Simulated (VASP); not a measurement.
# Ga2O3 (R-3c) in VASP: single point with PBE

Aim: the single point of Ga2O3 with PBE.

Program: VASP 6.6.1. These are calculated values, not measurements. Logs are shortened: lines on timing, memory, paths and dates and some standing lists are left out, and cuts for length are marked.

## (1) The cell of the first run

It takes space group R-3c (No. 167, trigonal). The conventional cell has a = 5.058 Å, b = 5.058 Å, c = 13.623 Å, α = 90.00°, β = 90.00°, γ = 120.00°. Ga (site symmetry 3) has 6 O at 1.95 to 2.10 Å within 2.6 Å. Within 2.9 Å of O (site symmetry 2) lie 4 Ga at 1.95 to 2.10 Å and 8 O at 2.66 to 2.88 Å.

## (2) Single point, PBE

Input file INCAR:

```
  PREC = Accurate
  ENCUT = 1340
  EDIFF = 1E-6
  ISMEAR = 0
  SIGMA = 0.01
  LREAL = False
  LASPH = True
  NELM = 120
  ALGO = Normal
  ISIF = 2
  LWAVE = False
  LCHARG = False
  GGA = PE
  NBANDS = 55
  GGA_COMPAT = False
```

Input file KPOINTS:

```
Automatic mesh
0
Gamma
  5 5 5
```

Input file POSCAR:

```
Ga2O3
1.0
    2.5287883233      1.4599966192      4.5408504201
   -2.5287883233      1.4599966192      4.5408504201
    0.0000000000     -2.9199932384      4.5408504201
Ga O
4 6
Direct
    0.8558427711      0.8558427711      0.8558427711
    0.6441572289      0.6441572289      0.6441572289
    0.1441572289      0.1441572289      0.1441572289
    0.3558427711      0.3558427711      0.3558427711
    0.7500000000      0.4468720634      0.0531279366
    0.4468720634      0.0531279366      0.7500000000
    0.0531279366      0.7500000000      0.4468720634
    0.2500000000      0.5531279366      0.9468720634
    0.9468720634      0.2500000000      0.5531279366
    0.5531279366      0.9468720634      0.2500000000
```

Potentials or basis: VASP PAW PBE potentials, release 64 (Ga_d, O_h).

Started as:

```sh
cat potpaw_PBE.64/Ga_d/POTCAR potpaw_PBE.64/O_h/POTCAR > POTCAR
mpirun -np 1 vasp_std > vasp.out
```

OUTCAR:

```text
PREC = Accurate
   ENCUT = 1340
   EDIFF = 1E-6
   ISMEAR = 0
   LREAL = False
   LASPH = True
   NELM = 120
   ISIF = 2
   GGA = PE

 ion  position               nearest neighbor table
   1  0.856  0.856  0.856-   8 1.95  10 1.95   9 1.95   6 2.10   7 2.10   5 2.10   2 2.88
   2  0.644  0.644  0.644-   9 1.95  10 1.95   8 1.95   6 2.10   7 2.10   5 2.10   1 2.88
   3  0.144  0.144  0.144-   5 1.95   6 1.95   7 1.95  10 2.10   9 2.10   8 2.10   4 2.88
   4  0.356  0.356  0.356-   7 1.95   6 1.95   5 1.95  10 2.10   9 2.10   8 2.10   3 2.88
   5  0.750  0.447  0.053-   3 1.95   4 1.95   1 2.10   2 2.10
   6  0.447  0.053  0.750-   3 1.95   4 1.95   1 2.10   2 2.10
   7  0.053  0.750  0.447-   4 1.95   3 1.95   1 2.10   2 2.10
   8  0.250  0.553  0.947-   1 1.95   2 1.95   3 2.10   4 2.10
   9  0.947  0.250  0.553-   2 1.95   1 1.95   3 2.10   4 2.10
  10  0.553  0.947  0.250-   1 1.95   2 1.95   3 2.10   4 2.10

  LATTYP: Found a trigonal (rhomboedric) cell.
 ALAT       =     5.3986741937
 COS(alpha) =     0.5611857596

  Lattice vectors:

 A1 = (   2.5287883233,   1.4599966192,   4.5408504201)
 A2 = (  -2.5287883233,   1.4599966192,   4.5408504201)
 A3 = (   0.0000000000,  -2.9199932384,   4.5408504201)

Analysis of symmetry for initial positions (statically):
=====================================================================
 Subroutine PRICEL returns:
 Original cell was already a primitive cell.

 Routine SETGRP: Setting up the symmetry group for a
 trigonal (rhombohedral) supercell.

 Subroutine GETGRP returns: Found 12 space group operations
 (whereof  6 operations were pure point group operations)
 out of a pool of 12 trial point group operations.

The static configuration has the point symmetry S_6 .
 The point group associated with its full space group is D_3d.

Analysis of symmetry for dynamics (positions and initial velocities):
=====================================================================
 Subroutine PRICEL returns:
 Original cell was already a primitive cell.

 Routine SETGRP: Setting up the symmetry group for a
 trigonal (rhombohedral) supercell.

 Subroutine GETGRP returns: Found 12 space group operations
 (whereof  6 operations were pure point group operations)
 out of a pool of 12 trial point group operations.

The dynamic configuration has the point symmetry S_6 .
 The point group associated with its full space group is D_3d.

 Subroutine INISYM returns: Found 12 space group operations
 (whereof  6 operations are pure point group operations),
 and found     1 'primitive' translations

----------------------------------------------------------------------------------------

                                     Primitive cell

  volume of cell :     100.5895

  direct lattice vectors                    reciprocal lattice vectors
     2.528788323  1.459996619  4.540850420     0.197723153  0.114155515  0.073407689
    -2.528788323  1.459996619  4.540850420    -0.197723153  0.114155515  0.073407689
     0.000000000 -2.919993238  4.540850420     0.000000000 -0.228311031  0.073407689

  length of vectors
     5.398674194  5.398674194  5.398674194     0.239822050  0.239822050  0.239822050

  position of ions in fractional coordinates (direct lattice)
     0.855842771  0.855842771  0.855842771
     0.644157229  0.644157229  0.644157229
     0.144157229  0.144157229  0.144157229
     0.355842771  0.355842771  0.355842771
     0.750000000  0.446872063  0.053127937
     0.446872063  0.053127937  0.750000000
     0.053127937  0.750000000  0.446872063
     0.250000000  0.553127937  0.946872063
     0.946872063  0.250000000  0.553127937
     0.553127937  0.946872063  0.250000000

  ion indices of the primitive-cell ions
   primitive index   ion index
                 1           1
                 2           2
                 3           3
                 4           4
                 5           5
                 6           6
                 7           7
                 8           8
                 9           9
                10          10

----------------------------------------------------------------------------------------

 KPOINTS: Automatic mesh

Automatic generation of k-mesh.
 Grid dimensions read from file:
 generate k-points for:    5    5    5

 Generating k-lattice:

  Cartesian coordinates                     Fractional coordinates (reciprocal lattice)
     0.039544631  0.022831103  0.014681538     0.200000000  0.000000000  0.000000000
    -0.039544631  0.022831103  0.014681538     0.000000000  0.200000000  0.000000000
     0.000000000 -0.045662206  0.014681538     0.000000000  0.000000000  0.200000000

  Length of vectors
     0.047964410  0.047964410  0.047964410

  Shift w.r.t. Gamma in fractional coordinates (k-lattice)
     0.000000000  0.000000000  0.000000000

 Subroutine IBZKPT returns following result:
 ===========================================

 Found     19 irreducible k-points:

 Following reciprocal coordinates:
            Coordinates               Weight
  0.000000  0.000000  0.000000      1.000000
  0.200000 -0.000000 -0.000000      6.000000
  0.400000  0.000000  0.000000      6.000000
  0.200000  0.200000 -0.000000      6.000000
  0.400000  0.200000 -0.000000     12.000000
 -0.400000  0.200000  0.000000     12.000000
[... 11 lines left out ...]
  0.400000  0.400000  0.400000      2.000000
 -0.400000  0.400000  0.400000      6.000000
   k-points           NKPTS =     19   k-points in BZ     NKDIM =     19   number of bands    NBANDS=     55
   number of dos      NEDOS =    301   number of ions     NIONS =     10
   total plane-waves  NPLWV = 262144
   dimension x,y,z NGX =    64 NGY =   64 NGZ =   64
   dimension x,y,z NGXF=   128 NGYF=  128 NGZF=  128
   ions per type =               4   6
   NGX,Y,Z   is equivalent  to a cutoff of  19.71, 19.71, 19.71 a.u.
   NGXF,Y,Z  is equivalent  to a cutoff of  39.42, 39.42, 39.42 a.u.
 SYSTEM =  unknown system
   PREC   = accura    normal or accurate (medium, high low for compatibility)
   ISTART =      0    job   : 0-new  1-cont  2-samecut
   ICHARG =      2    charge: 1-file 2-atom 10-const
   ISPIN  =      1    spin polarized calculation?
   LNONCOLLINEAR =      F non collinear calculations
   LSORBIT =      F    spin-orbit coupling
   LASPH  =      T    aspherical Exc in radial PAW
   ENCUT  = 1340.0 eV  98.49 Ry    9.92 a.u.  16.11 16.11 16.11*2*pi/ulx,y,z
   NELM   =    120;   NELMIN=  2; NELMDL= -5     # of ELM steps
   EDIFF  = 0.1E-05   stopping-criterion for ELM
   LREAL  =      F    real-space projection
   EDIFFG = 0.1E-04   stopping-criterion for IOM
   NSW    =      0    number of steps for IOM
   IBRION =     -1    ionic relax: 0-MD 1-quasi-New 2-CG
   NFREE  =      0    steps in history (QN), initial steepest desc. (CG)
   ISIF   =      2    stress and relaxation
   ISYM   =      2    0-nonsym 1-usesym 2-fastsym
   POTIM  = 0.5000    time-step for ionic-motion
   TEBEG  =    0.0;   TEEND  =   0.0 temperature during run
   PSTRESS=    0.0 pullay stress
   NELECT =      88.0000    total number of electrons
   NUPDOWN=      -1.0000    fix difference up-down
   EMIN   =  10.00;   EMAX   =-10.00  energy-range for DOS
   EFERMI =   0.00;   METHOD = LEGACY
   ISMEAR =     0;   SIGMA  =   0.01  broadening in eV -4-tet -1-fermi 0-gaus
   EFERMI_NEDOS =   21; number of points for ismear=-14 and -15
   IALGO  =     38    algorithm
   IMIX   =      4    mixing-type and parameters
     AMIX     =   0.40;   BMIX     =  1.00
     AMIX_MAG =   1.60;   BMIX_MAG =  1.00
  volume/ion in A,a.u.               =      10.06        67.88
  Fermi-wavevector in a.u.,A,eV,Ry     =   1.565735  2.958809 33.355018  2.451525
  Thomas-Fermi vector in A             =   2.668167
   LORBIT       =      0    0 simple, 1 ext, 2 COOP (PROOUT), +10 PAW based schemes
   GGA     = PE    functional components
   LHFCALC =     F    Hartree Fock is set to
   AEXX    =    0.0000 exact exchange contribution
   IVDW    =     0    specifies the selected vdW correction
   LEPSILON=     F    determine dielectric tensor
   LRPA    =     F    only Hartree local field effects (RPA)
 non-spin polarized calculation
 Gauss-broadening in eV      SIGMA  =   0.01
  energy-cutoff  :     1340.00
  volume of cell :      100.59
 maximum number of plane-waves:     11241
   NGX = 33   NGY = 33   NGZ = 33

 number of electron      88.0000004 magnetization

 Free energy of the ion-electron system (eV)
  ---------------------------------------------------
  ext. energy  EPLUGINS =         0.00000000
  ---------------------------------------------------
  free energy    TOTEN  =       -59.44952981 eV

  energy without entropy =      -59.44952981  energy(sigma->0) =      -59.44952981

 E-fermi :   4.6120     XC(G=0): -11.9674

 val. band max:        4.5478207953   @ k =  -0.2000   0.2000   0.0000
 cond. band min:       6.9577944199   @ k =   0.0000   0.0000   0.0000
 fundamental gap:      2.4099736246
 Fermi energy:         4.6119782775

 k-point     1 :       0.0000    0.0000    0.0000
  band No.  band energies     occupation
      1     -14.1188      2.00000
      2     -12.2598      2.00000
      3     -12.2598      2.00000
      4     -12.2361      2.00000
      5     -12.2175      2.00000
      6     -12.2175      2.00000
[... 47 lines left out ...]
     54      15.4589      0.00000
     55      16.5309      0.00000

 k-point     2 :       0.2000   -0.0000   -0.0000
  band No.  band energies     occupation
      1     -13.9501      2.00000
      2     -12.4365      2.00000
      3     -12.2779      2.00000
      4     -12.2709      2.00000
      5     -12.2291      2.00000
      6     -12.2082      2.00000
[... 47 lines left out ...]
     54      16.0860      0.00000
     55      16.3066      0.00000
[... 926 lines left out ...]
     54      15.9806      0.00000
     55      17.0978      0.00000

 k-point    19 :      -0.4000    0.4000    0.4000
  band No.  band energies     occupation
      1     -13.2826      2.00000
      2     -13.1251      2.00000
      3     -12.3775      2.00000
      4     -12.2763      2.00000
      5     -12.2723      2.00000
      6     -12.2088      2.00000
[... 47 lines left out ...]
     54      16.6603      0.00000
     55      17.1035      0.00000

------------------------ aborting loop because EDIFF is reached ----------------------------------------

  FORCE on cell =-STRESS in cart. coord.  units (eV):
  Direction    XX          YY          ZZ          XY          YZ          ZX
  --------------------------------------------------------------------------------------
  -------------------------------------------------------------------------------------
  Total        0.4661528      0.4661528      0.4241439     -0.0000000      0.0000000      0.0000000
  in kB        7.4248236      7.4248236      6.7557101     -0.0000000      0.0000000      0.0000000
  external PRESSURE =       7.2017857 kB  Pullay stress =       0.0000000 kB

 VOLUME and BASIS-vectors are now :
 -----------------------------------------------------------------------------
  energy-cutoff  :     1340.00
  volume of cell :      100.59
      direct lattice vectors                 reciprocal lattice vectors
     2.528788323  1.459996619  4.540850420     0.197723153  0.114155515  0.073407689
    -2.528788323  1.459996619  4.540850420    -0.197723153  0.114155515  0.073407689
     0.000000000 -2.919993238  4.540850420     0.000000000 -0.228311031  0.073407689

 POSITION                                       TOTAL-FORCE (eV/Angst)
 -----------------------------------------------------------------------------------
      0.00000      0.00000     11.65876         0.000000     -0.000000      0.017161
      0.00000      0.00000      8.77506         0.000000     -0.000000     -0.017161
      0.00000      0.00000      1.96379         0.000000     -0.000000     -0.017161
      0.00000      0.00000      4.84749         0.000000      0.000000      0.017161
      0.76655      1.59230      5.67606         0.001549     -0.002682     -0.000000
      0.99570     -1.46000      5.67606        -0.003097     -0.000000      0.000000
     -1.76224     -0.13230      5.67606         0.001549      0.002682     -0.000000
     -0.76655     -1.59230      7.94649        -0.001549      0.002682     -0.000000
      1.76224      0.13230      7.94649        -0.001549     -0.002682     -0.000000
     -0.99570      1.46000      7.94649         0.003097     -0.000000      0.000000
 -----------------------------------------------------------------------------------
    total drift:                               -0.000000      0.000000      0.000000

  FREE ENERGIE OF THE ION-ELECTRON SYSTEM (eV)
  ---------------------------------------------------
  free  energy   TOTEN  =       -59.4495298109 eV

  energy  without entropy=      -59.4495298109  energy(sigma->0) =      -59.44952981
```

It took 11 min on 1 thread of Intel Xeon Platinum 8375C at 2.90GHz (Ice Lake), shared host; peak memory 0.73 GiB.

Results:

```yaml
Free_energy: -59.4495 eV
Pressure: 0.7 GPa
Largest_force: 0.017 eV/Å
Band_gap_on_the_k_mesh: 2.41 eV (least direct gap 2.63 eV)
```

Forces on the atoms (eV/Å):
```
Ga   0.000  0.000  0.017
Ga   0.000  0.000 -0.017
Ga   0.000  0.000 -0.017
Ga   0.000  0.000  0.017
O    0.002 -0.003  0.000
O   -0.003  0.000  0.000
O    0.002  0.003  0.000
O   -0.002  0.003  0.000
O   -0.002 -0.003  0.000
O    0.003  0.000  0.000
```

Levels at points of the mesh, in eV from the valence-band top:
```
           k point  band 40  band 41  band 42  band 43  band 44  band 45  band 46  band 47  band 48  band 49
(0.00, 0.00, 0.00)    -0.30    -0.30    -0.30    -0.22    -0.22     2.41     6.32     6.57     8.52     9.86
```
